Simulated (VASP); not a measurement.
A run of VASP 6.6.1 is set up as follows.

Contents of INCAR:

```
PREC = Accurate
ENCUT = 520
EDIFF = 1E-6
ISMEAR = 0
SIGMA = 0.1
LREAL = F
LASPH = T
NELM = 80
ALGO = Normal
ISIF = 2
LWAVE = F
LCHARG = F
GGA = PE
NBANDS = 42
```

The input KPOINTS:

```
Automatic mesh
0
Gamma
  12 12 6
```

POSCAR

```
Ca2Ge3N
1.0
    5.0534075542      0.0000000000      0.0000000000
   -2.5267037771      4.3763793176      0.0000000000
    0.0000000000      0.0000000000      5.8324808809
Ca Ge N
2 3 1
Direct
    0.3333333333      0.6666666667      0.0000000000
    0.6666666667      0.3333333333      0.0000000000
    0.5000000000      0.0000000000      0.5000000000
    0.5000000000      0.5000000000      0.5000000000
    0.0000000000      0.5000000000      0.5000000000
    0.0000000000      0.0000000000      0.0000000000
```

Potentials or basis: VASP PAW PBE potentials, release 64 (Ca_sv, Ge_d, N).

The run is started by

```bash
$ cat potpaw_PBE.64/Ca_sv/POTCAR potpaw_PBE.64/Ge_d/POTCAR potpaw_PBE.64/N/POTCAR > POTCAR
$ mpirun -np 1 vasp_std > vasp.out
```

**Question.** Estimate the pressure.

**Answer.** 0.0 GPa.

**Question.** Estimate the band gap on the k mesh.

**Answer.** Zero (an odd number of electrons rules out a gap without spin polarisation).
